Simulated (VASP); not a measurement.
# Tm2I3 (P4/mmm) in VASP: further runs, part 2 of 2

VASP 6.6.1.

## (3) Single point, PBE

INCAR reads:

```
SYSTEM = Tm2I3
PREC = Accurate ; ENCUT = 500
EDIFF = 1E-6 ; ISMEAR = 0
SIGMA = 0.1 ; LREAL = .FALSE.
LASPH = .TRUE. ; NELM = 200
ALGO = Normal ; ISIF = 2
LWAVE = .FALSE. ; LCHARG = .TRUE.
GGA = PE ; LELF = .TRUE.
LVHAR = .TRUE. ; NBANDS = 28
GGA_COMPAT = .FALSE. ; LMAXMIX = 6
```

KPOINTS reads:

```
Automatic mesh
0
G
  8 8 4
  0 0 0
```

POSCAR reads:

```
Tm2I3
1.0
    4.5160660999      0.0000000000      0.0000000000
    0.0000000000      4.5160660999      0.0000000000
    0.0000000000      0.0000000000     14.0269837390
Tm I
2 3
Direct
    0.0000000000      0.0000000000      0.0000000000
    0.5000000000      0.5000000000      0.0000000000
    0.5000000000      0.5000000000      0.8011194324
    0.5000000000      0.5000000000      0.1988805676
    0.5000000000      0.5000000000      0.5000000000
```

Potentials or basis: VASP PAW PBE potentials, release 64 (Tm_3, I), 4f in core.

Run with:

```bash
$ cat potpaw_PBE.64/Tm_3/POTCAR potpaw_PBE.64/I/POTCAR > POTCAR
$ mpirun -np 1 vasp_std > vasp.out
```

OUTCAR:

```text
SYSTEM = Tm2I3
   PREC = Accurate
   ENCUT = 500
   EDIFF = 1E-6
   ISMEAR = 0
   LREAL = .FALSE.
   LASPH = .TRUE.
   NELM = 200
   ISIF = 2
   GGA = PE

 ion  position               nearest neighbor table
   1  0.000  0.000  0.000-   2 3.19   2 3.19   2 3.19   2 3.19
   2  0.500  0.500  0.000-   3 2.79   4 2.79   1 3.19   1 3.19   1 3.19   1 3.19
   3  0.500  0.500  0.801-   2 2.79
   4  0.500  0.500  0.199-   2 2.79
   5  0.500  0.500  0.500-

  LATTYP: Found a simple tetragonal cell.
[... 947 lines left out ...]
  --------------------------------------------------------------------------------------
  -------------------------------------------------------------------------------------
  Total        0.1308228      0.1308228      0.3428280      0.0000000     -0.0000000     -0.0000000
  in kB        0.7326710      0.7326710      1.9200033      0.0000000     -0.0000000     -0.0000000
  external PRESSURE =       1.1284484 kB  Pullay stress =       0.0000000 kB

 VOLUME and BASIS-vectors are now :
 -----------------------------------------------------------------------------
  energy-cutoff  :      500.00
  volume of cell :      286.08
      direct lattice vectors                 reciprocal lattice vectors
     4.516066100  0.000000000  0.000000000     0.221431657  0.000000000  0.000000000
     0.000000000  4.516066100  0.000000000     0.000000000  0.221431657  0.000000000
     0.000000000  0.000000000 14.026983739     0.000000000  0.000000000  0.071291164

 POSITION                                       TOTAL-FORCE (eV/Angst)
 -----------------------------------------------------------------------------------
      0.00000      0.00000      0.00000         0.000000      0.000000      0.000000
      2.25803      2.25803      0.00000         0.000000      0.000000      0.000000
      2.25803      2.25803     11.23729         0.000000      0.000000     -0.045974
      2.25803      2.25803      2.78969         0.000000     -0.000000      0.045974
      2.25803      2.25803      7.01349         0.000000      0.000000      0.000000
 -----------------------------------------------------------------------------------
    total drift:                                0.000000      0.000000     -0.000000

  FREE ENERGIE OF THE ION-ELECTRON SYSTEM (eV)
  ---------------------------------------------------
  free  energy   TOTEN  =       -13.5379090629 eV

  energy  without entropy=      -13.4969708301  energy(sigma->0) =      -13.51743995
```

OSZICAR:

```text
N       E                     dE             d eps       ncg     rms          rms(c)
DAV:   1     0.290088302097E+03    0.29009E+03   -0.14435E+04  2680   0.108E+03
DAV:   2     0.219842339282E+02   -0.26810E+03   -0.25972E+03  3504   0.350E+02
DAV:   3    -0.118957881019E+02   -0.33880E+02   -0.32520E+02  3608   0.860E+01
DAV:   4    -0.146584358982E+02   -0.27626E+01   -0.27391E+01  3856   0.280E+01
DAV:   5    -0.147307141798E+02   -0.72278E-01   -0.72230E-01  4172   0.428E+00    0.225E+01
DAV:   6    -0.149938505615E+02   -0.26314E+00   -0.23611E+01  3556   0.774E+00    0.209E+01
DAV:   7    -0.140680553003E+02    0.92580E+00   -0.22772E+01  3640   0.559E+00    0.995E+00
DAV:   8    -0.135821005854E+02    0.48595E+00   -0.30916E+00  3684   0.405E+00    0.157E+00
DAV:   9    -0.135409229411E+02    0.41178E-01   -0.13484E-01  3656   0.159E+00    0.970E-01
DAV:  10    -0.135420807575E+02   -0.11578E-02   -0.13674E-02  3592   0.523E-01    0.838E-01
DAV:  11    -0.135398576777E+02    0.22231E-02   -0.15268E-02  3436   0.478E-01    0.443E-01
DAV:  12    -0.135378698182E+02    0.19879E-02   -0.61924E-03  3400   0.267E-01    0.171E-01
DAV:  13    -0.135380215837E+02   -0.15177E-03   -0.14615E-03  3128   0.142E-01    0.137E-01
DAV:  14    -0.135379002012E+02    0.12138E-03   -0.27129E-04  3168   0.736E-02    0.399E-02
DAV:  15    -0.135379099335E+02   -0.97323E-05   -0.41652E-05  3544   0.330E-02    0.198E-02
DAV:  16    -0.135379090629E+02    0.87057E-06   -0.99743E-06  3496   0.119E-02
   1 F= -.13537909E+02 E0= -.13517440E+02  d E =-.409382E-01
```

stdout:

```text
POSCAR found type information on POSCAR TmI
 POSCAR found :  2 types and       5 ions
 scaLAPACK will be used
 LDA part: xc-table for (Slater+PW92), standard interpolation
 POSCAR, INCAR and KPOINTS ok, starting setup
 FFT: planning ... GRIDC
 FFT: planning ... GRID_SOFT
 FFT: planning ... GRID
 WAVECAR not read
 entering main loop
```

Wall time 6.3 min (1 thread of Intel Xeon 6975P-C (Granite Rapids), shared host); peak memory 0.55 GiB.

Results:

* Free energy: -13.5379 eV
* Pressure: 0.1 GPa
* Largest force: 0.046 eV/Å
* Band gap on the k mesh: zero (an odd number of electrons rules out a gap without spin polarisation)

Forces in eV/Å, atoms in the order of the input:
```
Tm   0.000  0.000  0.000
Tm   0.000  0.000  0.000
I    0.000  0.000 -0.046
I    0.000  0.000  0.046
I    0.000  0.000  0.000
```

Caveat: spin-orbit coupling is left out, which moves the levels of the heavy elements; this functional lacks dispersion, which binds the layers, so the pressure and a relaxed spacing across them are unreliable; the 4f electrons are frozen in the core, so they carry no moment and show no levels; an odd number of electrons without spin polarisation forces a metal; a magnetic or distorted state may lie lower; the run has no spin polarisation, though such a crystal can be magnetic. Spin polarisation is off, so any magnetic state and its effect on volume and gap are missing.

## (4) Single point, PBEsol

INCAR reads:

```
PREC = Accurate
ENCUT = 500
EDIFF = 1E-6
ISMEAR = -4
SIGMA = 0.1
LREAL = F
LASPH = T
NELM = 200
ALGO = Normal
ISIF = 2
LWAVE = F
LCHARG = F
GGA = PS
NBANDS = 28
GGA_COMPAT = F
LMAXMIX = 6
```

KPOINTS reads:

```
regular mesh
0
Gamma
  8 8 4
```

POSCAR is that of step 3.

Run with:

```bash
$ cat potpaw_PBE.64/Tm_3/POTCAR potpaw_PBE.64/I/POTCAR > POTCAR
$ mpirun -np 1 vasp_std > vasp.out
```

Run time: 5.9 min. Hardware: 1 thread of Intel Xeon 6975P-C (Granite Rapids), shared host; peak memory 0.56 GiB.

It converged, with:

```
Free energy            : -14.5970 eV
Pressure               : -0.8 GPa
Largest force          : 0.198 eV/Å
Band gap on the k mesh : zero (an odd number of electrons rules out a gap without spin polarisation)
```

Forces on the atoms (eV/Å):
```
Tm   0.000  0.000  0.000
Tm   0.000  0.000  0.000
I    0.000  0.000  0.198
I    0.000  0.000 -0.198
I    0.000  0.000  0.000
```

Stress tensor (GPa, compression positive):
```
-0.68  0.00  0.00
 0.00 -0.68  0.00
 0.00  0.00 -0.90
```

Levels at points of the mesh, in eV from the Fermi level:
```csv
k point,band 18,band 19,band 20,band 21,band 22,band 23
"(0.00, 0.00, 0.00)",-0.40,-0.20,0.05,0.05,1.41,1.70
"(0.50, 0.00, 0.00)",-0.42,-0.25,0.16,1.46,1.70,1.85
"(0.50, 0.50, 0.00)",-0.81,-0.44,-0.07,0.87,0.87,1.54
"(0.00, 0.00, 0.50)",-0.45,-0.20,0.05,0.05,1.41,1.70
"(0.50, 0.00, 0.50)",-0.54,-0.19,0.16,1.42,1.70,1.85
"(0.50, 0.50, 0.50)",-0.82,-0.49,-0.11,0.88,0.88,1.54
```

Caveat: the PAW data sets were made with another functional, which shifts forces and pressure a little; spin-orbit coupling is left out, which moves the levels of the heavy elements; this functional lacks dispersion, which binds the layers, so the pressure and a relaxed spacing across them are unreliable; the 4f electrons are frozen in the core, so they carry no moment and show no levels; an odd number of electrons without spin polarisation forces a metal; a magnetic or distorted state may lie lower; the run has no spin polarisation, though such a crystal can be magnetic.
